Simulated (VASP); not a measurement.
# GaAs in VASP: single point with PBE+D3(BJ)

Aim: the single point of GaAs with PBE+D3(BJ).

Program: VASP 6.6.1. These are calculated values, not measurements. Logs are shortened: lines on timing, memory, paths and dates and some standing lists are left out, and cuts for length are marked.

## Step 1: The cell of the first run

The cell holds a slab with vacuum, 16 atoms: a = 8.027 Å, b = 8.027 Å, c = 22.674 Å, α = 90.00°, β = 90.00°, γ = 120.00°.

## Step 2: Single point, PBE+D3(BJ)

Input file INCAR:

```
SYSTEM = GaAs
PREC     = Accurate       ! precision mode
ENCUT    = 520            ! plane-wave cutoff, eV
EDIFF    = 1E-7           ! SCF threshold, eV
ISMEAR   = 0              ! smearing method
SIGMA    = 0.05           ! smearing width, eV
LREAL    = Auto         
LASPH    = .TRUE.         ! aspherical terms in the spheres
NELM     = 80             ! most SCF steps
ALGO     = Normal         ! electronic algorithm
ISIF     = 2              ! what is computed and relaxed
LWAVE    = .FALSE.        ! write WAVECAR
LCHARG   = .TRUE.         ! write CHGCAR
LDIPOL   = .TRUE.       
IDIPOL   = 3            
DIPOL    = 0.5 0.5 0.445
GGA      = PE             ! functional
IVDW     = 12             ! dispersion correction
LELF     = .TRUE.         ! ELF
LVHAR    = .TRUE.       
LVACPOTAV= .TRUE.       
NBANDS   = 86             ! bands
```

Input file KPOINTS:

```
regular mesh
0
G
  2 2 1
  0 0 0
```

Input file POSCAR:

```
GaAs
1.0
    8.0267120191      0.0000000000      0.0000000000
   -4.0133560095      6.9513365174      0.0000000000
    0.0000000000      0.0000000000     22.6740143248
As Ga
8 8
Direct
    0.5000000000      0.0000000000      0.3528268037
    0.5000000000      0.5000000000      0.3528268037
    0.0000000000      0.0000000000      0.3528268037
    0.0000000000      0.5000000000      0.3528268037
    0.6743811035      0.8432329803      0.5036297643
    0.6592164520      0.3198106588      0.5098338419
    0.1675176256      0.8433266362      0.5035422968
    0.1649188269      0.3315874615      0.4972316007
    0.1666666667      0.8333333333      0.3889572768
    0.1666666667      0.3333333333      0.3889572768
    0.6666666667      0.8333333333      0.3889572768
    0.6666666667      0.3333333333      0.3889572768
    0.3333589340      0.6683196818      0.5229137201
    0.3237059974      0.1727714814      0.5447485857
    0.8292019524      0.6597059949      0.5275830302
    0.8474787172      0.1726466890      0.5448406013
```

Potentials or basis: VASP PAW PBE potentials, release 64 (As, Ga_d).

Run with:

```console
> cat potpaw_PBE.64/As/POTCAR potpaw_PBE.64/Ga_d/POTCAR > POTCAR
> mpirun -np 1 vasp_std > vasp.out
```

OUTCAR:

```text
SYSTEM = GaAs
   PREC = Accurate
   ENCUT = 520
   EDIFF = 1E-7
   ISMEAR = 0
   LREAL = Auto
   LASPH = .TRUE.
   NELM = 80
   ISIF = 2
   GGA = PE
   IVDW = 12
 IVDW          = 12

 ion  position               nearest neighbor table
   1  0.500  0.000  0.353-  12 2.46   9 2.46  11 2.46
   2  0.500  0.500  0.353-  11 2.46  10 2.46  12 2.46
   3  0.000  0.000  0.353-  10 2.46  11 2.46   9 2.46
   4  0.000  0.500  0.353-   9 2.46  12 2.46  10 2.46
   5  0.674  0.843  0.504-  13 2.41  15 2.42  16 2.47  11 2.60
   6  0.659  0.320  0.510-  15 2.40  14 2.47  16 2.47  12 2.74
   7  0.168  0.843  0.504-  13 2.41  15 2.42  14 2.47   9 2.60
   8  0.165  0.332  0.497-  13 2.41  10 2.46  16 2.46  14 2.46
   9  0.167  0.833  0.389-   4 2.46   1 2.46   3 2.46   7 2.60
  10  0.167  0.333  0.389-   8 2.46   3 2.46   2 2.46   4 2.46
  11  0.667  0.833  0.389-   2 2.46   3 2.46   1 2.46   5 2.60
  12  0.667  0.333  0.389-   1 2.46   4 2.46   2 2.46   6 2.74
  13  0.333  0.668  0.523-   7 2.41   5 2.41   8 2.41
  14  0.324  0.173  0.545-   8 2.46   6 2.47   7 2.47
  15  0.829  0.660  0.528-   6 2.40   5 2.42   7 2.42
  16  0.847  0.173  0.545-   8 2.46   6 2.47   5 2.47

  LATTYP: Found a hexagonal cell.
 ALAT       =     8.0267120191
 C/A-ratio  =     2.8248197108

  Lattice vectors:

 A1 = (   8.0267120191,   0.0000000000,   0.0000000000)
 A2 = (  -4.0133560095,   6.9513365174,   0.0000000000)
 A3 = (   0.0000000000,   0.0000000000,  22.6740143248)

Analysis of symmetry for initial positions (statically):
=====================================================================
 Subroutine PRICEL returns:
 Original cell was already a primitive cell.

 Routine SETGRP: Setting up the symmetry group for a
 hexagonal supercell.

 Subroutine GETGRP returns: Found  1 space group operations
 (whereof  1 operations were pure point group operations)
 out of a pool of 24 trial point group operations.

The static configuration has the point symmetry C_1 .

Analysis of symmetry for dynamics (positions and initial velocities):
=====================================================================
 Subroutine PRICEL returns:
 Original cell was already a primitive cell.

 Routine SETGRP: Setting up the symmetry group for a
 hexagonal supercell.

 Subroutine GETGRP returns: Found  1 space group operations
 (whereof  1 operations were pure point group operations)
 out of a pool of 24 trial point group operations.

The dynamic configuration has the point symmetry C_1 .

 Subroutine INISYM returns: Found  1 space group operations
[... 114 lines left out ...]
   PSTRESS=    0.0 pullay stress
   NELECT =     144.0000    total number of electrons
   NUPDOWN=      -1.0000    fix difference up-down
   EMIN   =  10.00;   EMAX   =-10.00  energy-range for DOS
   EFERMI =   0.00;   METHOD = LEGACY
   ISMEAR =     0;   SIGMA  =   0.05  broadening in eV -4-tet -1-fermi 0-gaus
   EFERMI_NEDOS =   21; number of points for ismear=-14 and -15
   IALGO  =     38    algorithm
   IMIX   =      4    mixing-type and parameters
     AMIX     =   0.40;   BMIX     =  1.00
     AMIX_MAG =   1.60;   BMIX_MAG =  1.00
  volume/ion in A,a.u.               =      79.07       533.59
  Fermi-wavevector in a.u.,A,eV,Ry     =   0.793385  1.499281  8.564328  0.629460
  Thomas-Fermi vector in A             =   1.899311
   LORBIT       =      0    0 simple, 1 ext, 2 COOP (PROOUT), +10 PAW based schemes
   GGA     = PE    functional components
   LHFCALC =     F    Hartree Fock is set to
   AEXX    =    0.0000 exact exchange contribution
   IVDW    =    12    specifies the selected vdW correction
   LEPSILON=     F    determine dielectric tensor
   LRPA    =     F    only Hartree local field effects (RPA)
 non-spin polarized calculation
 Gauss-broadening in eV      SIGMA  =   0.05
  energy-cutoff  :      520.00
  volume of cell :     1265.13
 maximum number of plane-waves:     34111
 NGX is ok and might be reduce to    60
   NGX = 29   NGY = 29   NGZ = 85

 number of electron     143.9999994 magnetization

 dipolmoment           0.000000      0.000000     -0.565581 electrons x Angstroem

 Free energy of the ion-electron system (eV)
  ---------------------------------------------------
  ext. energy  EPLUGINS =         0.00000000
  ---------------------------------------------------
  free energy    TOTEN  =       -59.57297546 eV

  energy without entropy =      -59.55322255  energy(sigma->0) =      -59.56309900

 E-fermi :  -1.9515     XC(G=0):  -3.3930

 val. band max:       -1.9616823182   @ k =   0.0000   0.5000   0.0000
 cond. band min:      -1.8612009772   @ k =   0.5000  -0.0000   0.0000
 fundamental gap:      0.1004813410
 Fermi energy:        -1.9514765594

 k-point     1 :       0.0000    0.0000    0.0000
  band No.  band energies     occupation
      1     -17.7454      2.00000
      2     -17.6947      2.00000
      3     -17.6928      2.00000
      4     -17.6758      2.00000
      5     -17.6352      2.00000
      6     -17.6306      2.00000
[... 337 lines left out ...]
     83       1.6489      0.00000
     84       1.8783      0.00000
 [bands above 84 left out]

------------------------ aborting loop because EDIFF is reached ----------------------------------------

 Edisp (eV)   -3.37583

 E8    (eV) :    -1.5767

  FORCE on cell =-STRESS in cart. coord.  units (eV):
  Direction    XX          YY          ZZ          XY          YZ          ZX
  --------------------------------------------------------------------------------------
  -------------------------------------------------------------------------------------
  Total      -0.16255    -0.12293     0.87478    -0.01461     0.23708     0.01078
  in kB      -0.20585    -0.15568     1.10784    -0.01850     0.30024     0.01366
  external pressure =        0.25 kB  Pullay stress =        0.00 kB

 VOLUME and BASIS-vectors are now :
 -----------------------------------------------------------------------------
  energy-cutoff  :      520.00
  volume of cell :     1265.13
      direct lattice vectors                 reciprocal lattice vectors
     8.026712019  0.000000000  0.000000000     0.124584014  0.071928614  0.000000000
    -4.013356009  6.951336517  0.000000000     0.000000000  0.143857228  0.000000000
     0.000000000  0.000000000 22.674014325     0.000000000  0.000000000  0.044103350

 POSITION                                       TOTAL-FORCE (eV/Angst)
 -----------------------------------------------------------------------------------
      4.01336      0.00000      8.00000        -0.001701     -0.009531      0.206133
      2.00668      3.47567      8.00000        -0.004875      0.033265      0.270583
      0.00000      0.00000      8.00000        -0.001562     -0.018778      0.139965
     -2.00668      3.47567      8.00000         0.000851      0.033496      0.269739
      2.02887      5.86160     11.41931         0.056492      0.185059      0.233840
      4.00783      2.22311     11.55998        -0.001241     -0.177978     -0.001865
[... 8 lines left out ...]
      4.00813      4.58584     11.96243         0.000135     -0.036917     -0.076834
      6.10957      1.20013     12.35372        -0.267604      0.037093     -0.293678
 -----------------------------------------------------------------------------------
    total drift:                               -0.011652     -0.002953      0.012889

  FREE ENERGIE OF THE ION-ELECTRON SYSTEM (eV)
  ---------------------------------------------------
  free  energy   TOTEN  =       -62.9488013965 eV

  energy  without entropy=      -62.9290484887  energy(sigma->0) =      -62.93892494

 vacuum level on the upper side and lower side of the slab         1.522         3.356
```

stdout:

```text
POSCAR found type information on POSCAR AsGa
 POSCAR found :  2 types and      16 ions
 scaLAPACK will be used
 LDA part: xc-table for (Slater+PW92), standard interpolation
 POSCAR, INCAR and KPOINTS ok, starting setup
 FFT: planning ... GRIDC
 FFT: planning ... GRID_SOFT
 FFT: planning ... GRID
 WAVECAR not read
 entering main loop
 -----------------------------------------------------------------------------
|                                                                             |
|           W    W    AA    RRRRR   N    N  II  N    N   GGGG   !!!           |
|           W    W   A  A   R    R  NN   N  II  NN   N  G    G  !!!           |
|           W    W  A    A  R    R  N N  N  II  N N  N  G       !!!           |
|           W WW W  AAAAAA  RRRRR   N  N N  II  N  N N  G  GGG   !            |
|           WW  WW  A    A  R   R   N   NN  II  N   NN  G    G                |
|           W    W  A    A  R    R  N    N  II  N    N   GGGG   !!!           |
|                                                                             |
|     Did not find any points to average over, which means that no vacuum     |
|     field-free region was found. Please increase the size of  your cell     |
|     in the dimension of the dipole correction to obtain accurate            |
|     workfunction values.                                                    |
|                                                                             |
 -----------------------------------------------------------------------------
```

It took 21 min on 1 thread of Intel Xeon Platinum 8259CL at 2.50GHz (Skylake/Cascade Lake), shared host; peak memory 1.3 GiB.

Results:

* Free energy: -62.9488 eV
* Largest force: 1.056 eV/Å
* Band gap on the k mesh: 0.01 eV
* Dispersion energy per atom: -0.211 eV

Forces on the atoms (eV/Å):
```
As  -0.002 -0.010  0.206
As  -0.005  0.033  0.271
As  -0.002 -0.019  0.140
As   0.001  0.033  0.270
As   0.056  0.185  0.234
As  -0.001 -0.178 -0.002
As  -0.064  0.191  0.238
As   0.000 -0.189  1.039
Ga  -0.012  0.084 -0.347
Ga   0.006 -0.159 -1.008
Ga   0.016  0.084 -0.341
Ga   0.002 -0.126 -0.070
Ga   0.005  0.031  0.036
Ga   0.266  0.038 -0.294
Ga   0.000 -0.037 -0.077
Ga  -0.268  0.037 -0.294
```

Caveat: the k points lie up to 0.45 Å⁻¹ apart; the smearing spreads over this small gap; semilocal functionals underestimate gaps, and a narrow one can read as zero.

The gap in the log of VASP goes by the Fermi energy; the results here count the filled bands.